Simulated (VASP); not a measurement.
# Ag (Fd-3m) in VASP: relaxation of cell and atoms with PBEsol

Aim: the relaxation of cell and atoms of Ag with PBEsol.

All numbers are computed with VASP 6.6.1; they aren't measurements. Logs are shortened: lines on timing, memory, paths and dates and some standing lists are left out, and cuts for length are marked.

**1. The cell of the first run**

The structure is cubic, space group Fd-3m (No. 227). The conventional cell has a = 5.500 Å, b = 5.500 Å, c = 5.500 Å, α = 90.00°, β = 90.00°, γ = 90.00°. Within 3.1 Å of Ag (site symmetry -43m) lie 4 Ag at 2.38 Å.

This isn't the form of Ag at room conditions, which is fcc.

**2. Relaxation of cell and atoms, PBEsol**

The input, INCAR:

```
ALGO     = Normal         # electronic algorithm
EDIFF    = 1E-7           # SCF threshold, eV
EDIFFG   = -0.005         # ionic threshold
ENCUT    = 600            # plane-wave cutoff, eV
GGA      = PS             # functional
IBRION   = 2              # ionic algorithm
ISIF     = 3              # what is computed and relaxed
ISMEAR   = -1             # smearing method
LASPH    = True           # aspherical terms in the spheres
LCHARG   = False          # write CHGCAR
LREAL    = False          # projectors in reciprocal space
LWAVE    = False          # write WAVECAR
NELM     = 100            # most SCF steps
NSW      = 60             # ionic steps
PREC     = Accurate       # precision mode
SIGMA    = 0.08           # smearing width, eV
```

The input, KPOINTS:

```
k-points
0
Gamma
  13 13 13
```

The input, POSCAR:

```
Ag
1.0
    0.0000000000      2.7499173529      2.7499173529
    2.7499173529      0.0000000000      2.7499173529
    2.7499173529      2.7499173529      0.0000000000
Ag
2
Direct
   -0.1250000000     -0.1250000000     -0.1250000000
    0.1250000000      0.1250000000      0.1250000000
```

Potentials or basis: VASP PAW PBE potentials, release 64 (Ag).

Launch:

```
$ cat potpaw_PBE.64/Ag/POTCAR > POTCAR
$ mpirun -np 1 vasp_std > vasp.out
```

OUTCAR:

```text
EDIFF = 1E-7
   EDIFFG = -0.005
   ENCUT = 600
   GGA = PS
   IBRION = 2
   ISIF = 3
   ISMEAR = -1
   LASPH = True
   LREAL = False
   NELM = 100
   NSW = 60
   PREC = Accurate

 ion  position               nearest neighbor table
   1  0.875  0.875  0.875-   2 2.38   2 2.38   2 2.38   2 2.38
   2  0.125  0.125  0.125-   1 2.38   1 2.38   1 2.38   1 2.38

  LATTYP: Found a face centered cubic cell.
 ALAT       =     5.4998347058

  Lattice vectors:

 A1 = (   0.0000000000,   2.7499173529,   2.7499173529)
 A2 = (   2.7499173529,   0.0000000000,   2.7499173529)
 A3 = (   2.7499173529,   2.7499173529,   0.0000000000)

Analysis of symmetry for initial positions (statically):
=====================================================================
 Subroutine PRICEL returns:
 Original cell was already a primitive cell.

 Routine SETGRP: Setting up the symmetry group for a
 face centered cubic supercell.

 Subroutine GETGRP returns: Found 48 space group operations
 (whereof 12 operations were pure point group operations)
 out of a pool of 48 trial point group operations.

The static configuration has the point symmetry D_3d.
 The point group associated with its full space group is O_h .

Analysis of symmetry for dynamics (positions and initial velocities):
=====================================================================
 Subroutine PRICEL returns:
 Original cell was already a primitive cell.

 Routine SETGRP: Setting up the symmetry group for a
 face centered cubic supercell.

 Subroutine GETGRP returns: Found 48 space group operations
 (whereof 12 operations were pure point group operations)
 out of a pool of 48 trial point group operations.

The dynamic configuration has the point symmetry D_3d.
 The point group associated with its full space group is O_h .

 Subroutine INISYM returns: Found 48 space group operations
 (whereof 12 operations are pure point group operations),
 and found     1 'primitive' translations

----------------------------------------------------------------------------------------

                                     Primitive cell

  volume of cell :      41.5900

  direct lattice vectors                    reciprocal lattice vectors
     0.000000000  2.749917353  2.749917353    -0.181823646  0.181823646  0.181823646
     2.749917353  0.000000000  2.749917353     0.181823646 -0.181823646  0.181823646
     2.749917353  2.749917353  0.000000000     0.181823646  0.181823646 -0.181823646

  length of vectors
     3.888970416  3.888970416  3.888970416     0.314927793  0.314927793  0.314927793

  position of ions in fractional coordinates (direct lattice)
     0.875000000  0.875000000  0.875000000
     0.125000000  0.125000000  0.125000000

  ion indices of the primitive-cell ions
   primitive index   ion index
                 1           1
                 2           2

----------------------------------------------------------------------------------------

 KPOINTS: k-points

Automatic generation of k-mesh.
 Grid dimensions read from file:
 generate k-points for:   13   13   13

 Generating k-lattice:

  Cartesian coordinates                     Fractional coordinates (reciprocal lattice)
    -0.013986434  0.013986434  0.013986434     0.076923077  0.000000000  0.000000000
     0.013986434 -0.013986434  0.013986434     0.000000000  0.076923077  0.000000000
     0.013986434  0.013986434 -0.013986434     0.000000000  0.000000000  0.076923077

  Length of vectors
     0.024225215  0.024225215  0.024225215

  Shift w.r.t. Gamma in fractional coordinates (k-lattice)
     0.000000000  0.000000000  0.000000000

 Subroutine IBZKPT returns following result:
 ===========================================

 Found     84 irreducible k-points:

 Following reciprocal coordinates:
            Coordinates               Weight
  0.000000  0.000000  0.000000      1.000000
  0.076923  0.000000  0.000000      8.000000
  0.153846  0.000000  0.000000      8.000000
  0.230769  0.000000  0.000000      8.000000
  0.307692  0.000000  0.000000      8.000000
  0.384615  0.000000  0.000000      8.000000
[... 16 lines left out ...]
  0.384615  0.153846  0.000000     24.000000
  0.461538  0.153846  0.000000     24.000000
 [... further k-points ...]
   k-points           NKPTS =     84   k-points in BZ     NKDIM =     84   number of bands    NBANDS=     15
   number of dos      NEDOS =    301   number of ions     NIONS =      2
   total plane-waves  NPLWV =  32768
   dimension x,y,z NGX =    32 NGY =   32 NGZ =   32
   dimension x,y,z NGXF=    64 NGYF=   64 NGZF=   64
   ions per type =               2
   NGX,Y,Z   is equivalent  to a cutoff of  13.68, 13.68, 13.68 a.u.
   NGXF,Y,Z  is equivalent  to a cutoff of  27.36, 27.36, 27.36 a.u.
 SYSTEM =  unknown system
   PREC   = accura    normal or accurate (medium, high low for compatibility)
   ISTART =      0    job   : 0-new  1-cont  2-samecut
   ICHARG =      2    charge: 1-file 2-atom 10-const
   ISPIN  =      1    spin polarized calculation?
   LNONCOLLINEAR =      F non collinear calculations
   LSORBIT =      F    spin-orbit coupling
   LASPH  =      T    aspherical Exc in radial PAW
   ENCUT  =  600.0 eV  44.10 Ry    6.64 a.u.   7.77  7.77  7.77*2*pi/ulx,y,z
   NELM   =    100;   NELMIN=  2; NELMDL= -5     # of ELM steps
   EDIFF  = 0.1E-06   stopping-criterion for ELM
   LREAL  =      F    real-space projection
   EDIFFG = -.5E-02   stopping-criterion for IOM
   NSW    =     60    number of steps for IOM
   IBRION =      2    ionic relax: 0-MD 1-quasi-New 2-CG
   NFREE  =      1    steps in history (QN), initial steepest desc. (CG)
   ISIF   =      3    stress and relaxation
   ISYM   =      2    0-nonsym 1-usesym 2-fastsym
   POTIM  = 0.5000    time-step for ionic-motion
   TEBEG  =    0.0;   TEEND  =   0.0 temperature during run
   PSTRESS=    0.0 pullay stress
   NELECT =      22.0000    total number of electrons
   NUPDOWN=      -1.0000    fix difference up-down
   EMIN   =  10.00;   EMAX   =-10.00  energy-range for DOS
   EFERMI =   0.00;   METHOD = LEGACY
   ISMEAR =    -1;   SIGMA  =   0.08  broadening in eV -4-tet -1-fermi 0-gaus
   EFERMI_NEDOS =   21; number of points for ismear=-14 and -15
   IALGO  =     38    algorithm
   IMIX   =      4    mixing-type and parameters
     AMIX     =   0.40;   BMIX     =  1.00
     AMIX_MAG =   1.60;   BMIX_MAG =  1.00
  volume/ion in A,a.u.               =      20.80       140.33
  Fermi-wavevector in a.u.,A,eV,Ry     =   1.323994  2.501986 23.850478  1.752961
  Thomas-Fermi vector in A             =   2.453561
   LORBIT       =      0    0 simple, 1 ext, 2 COOP (PROOUT), +10 PAW based schemes
   GGA     = PS    functional components
   LHFCALC =     F    Hartree Fock is set to
   AEXX    =    0.0000 exact exchange contribution
   IVDW    =     0    specifies the selected vdW correction
   LEPSILON=     F    determine dielectric tensor
   LRPA    =     F    only Hartree local field effects (RPA)
 conjugate gradient relaxation of ions
 non-spin polarized calculation
  energy-cutoff  :      600.00
  volume of cell :       41.59
 maximum number of plane-waves:      1411
   NGX = 15   NGY = 15   NGZ = 15

--------------------------------------- Ionic step        1  -------------------------------------------

 number of electron      21.9999998 magnetization

 Free energy of the ion-electron system (eV)
  ---------------------------------------------------
  ext. energy  EPLUGINS =         0.00000000
  ---------------------------------------------------
  free energy    TOTEN  =        -3.87730283 eV

  energy without entropy =       -3.86324258  energy(sigma->0) =       -3.87027270

 E-fermi :   5.8915     XC(G=0): -10.9658

 val. band max:        5.8747559333   @ k =  -0.3077   0.3846   0.1538
 cond. band min:       5.9011509669   @ k =  -0.3846   0.3846   0.0769
 fundamental gap:      0.0263950336
 Fermi energy:         5.8915325930

 k-point     1 :       0.0000    0.0000    0.0000
  band No.  band energies     occupation
      1      -0.6708      2.00000
      2      -0.0651      2.00000
      3      -0.0651      2.00000
      4       0.0509      2.00000
      5       0.0509      2.00000
      6       0.0509      2.00000
      7       2.1629      2.00000
      8       2.1629      2.00000
      9       2.1629      2.00000
     10       3.3424      2.00000
     11       3.3424      2.00000
     12      17.1019      0.00000
     13      17.1019      0.00000
     14      17.1019      0.00000
     15      17.5034      0.00000
[... 544 lines left out ...]
 POSITION                                       TOTAL-FORCE (eV/Angst)
 -----------------------------------------------------------------------------------
      5.28454      5.28454      5.28454         0.000000      0.000000      0.000000
      0.75493      0.75493      0.75493        -0.000000     -0.000000     -0.000000
 -----------------------------------------------------------------------------------
    total drift:                                0.000000      0.000000     -0.000000

  FREE ENERGIE OF THE ION-ELECTRON SYSTEM (eV)
  ---------------------------------------------------
  free  energy   TOTEN  =        -4.6510035628 eV

  energy  without entropy=       -4.6382612071  energy(sigma->0) =       -4.64463238

--------------------------------------- Ionic step        5  -------------------------------------------

 number of electron      21.9999989 magnetization

 Free energy of the ion-electron system (eV)
  ---------------------------------------------------
  ext. energy  EPLUGINS =         0.00000000
  ---------------------------------------------------
  free energy    TOTEN  =        -4.65104063 eV

  energy without entropy =       -4.63829829  energy(sigma->0) =       -4.64466946

 E-fermi :   3.0916     XC(G=0):  -9.4973

 val. band max:        3.0816925444   @ k =  -0.4615   0.1538   0.0769
 cond. band min:       3.2288239012   @ k =  -0.3077   0.4615   0.2308
 fundamental gap:      0.1471313569
 Fermi energy:         3.0916248619

 k-point     1 :       0.0000    0.0000    0.0000
  band No.  band energies     occupation
      1      -1.9428      2.00000
      2      -1.5712      2.00000
      3      -1.5712      2.00000
      4      -1.5668      2.00000
      5      -1.5668      2.00000
      6      -1.5668      2.00000
      7      -0.1310      2.00000
      8      -0.1310      2.00000
      9      -0.1310      2.00000
     10       0.5423      2.00000
     11       0.5423      2.00000
     12      12.1708      0.00000
     13      12.1708      0.00000
     14      12.1708      0.00000
     15      12.8333      0.00000
[... 436 lines left out ...]
 POSITION                                       TOTAL-FORCE (eV/Angst)
 -----------------------------------------------------------------------------------
      5.28038      5.28038      5.28038         0.000000     -0.000000     -0.000000
      0.75434      0.75434      0.75434        -0.000000      0.000000      0.000000
 -----------------------------------------------------------------------------------
    total drift:                                0.000000      0.000000     -0.000000

  FREE ENERGIE OF THE ION-ELECTRON SYSTEM (eV)
  ---------------------------------------------------
  free  energy   TOTEN  =        -4.6510406253 eV

  energy  without entropy=       -4.6382982852  energy(sigma->0) =       -4.64466946

 reached required accuracy - stopping structural energy minimisation
```

Wall time 89 s (1 thread of Intel Xeon Platinum 8559C (Emerald Rapids), shared host); peak memory 0.22 GiB.

Results:

```yaml
Free_energy: -4.6510 eV
Relaxed_volume: 27.47 Å³/atom
Relaxed_cell: a = 4.267 Å, b = 4.267 Å, c = 4.267 Å, α = 60.00°, β = 60.00°, γ = 60.00°
Space_group_after_relaxing_to_0.1_Å: Fd-3m (No. 227)
Energy_gained_by_relaxing: 386.9 meV/atom
Ionic_steps: 5
Pressure_after_relaxing: 0.0 GPa
Band_gap_on_the_k_mesh: zero (bands 11 and 12 overlap by 0.85 eV)
```

Step by step:
```
step  energy change (eV)  largest force (eV/Å)  pressure (GPa)  volume (Å³)
   1              0.0000                0.0000           25.11        41.59
   2             -0.6253                0.0000           -4.22        64.46
   3             -0.7735                0.0000            0.27        54.60
   4             -0.7737                0.0000           -0.10        55.07
   5             -0.7737                0.0000            0.00        54.94
```

Final structure:
```
Ag
1.0
     0.00000    3.01736    3.01736
     3.01736    0.00000    3.01736
     3.01736    3.01736    0.00000
Ag
2
Cartesian
  5.2804 5.2804 5.2804
  0.7543 0.7543 0.7543
```

Caveat: the volume moved by over 15 % at a fixed basis, so the end points are rough; the PAW data sets were made with another functional, which shifts forces and pressure a little.
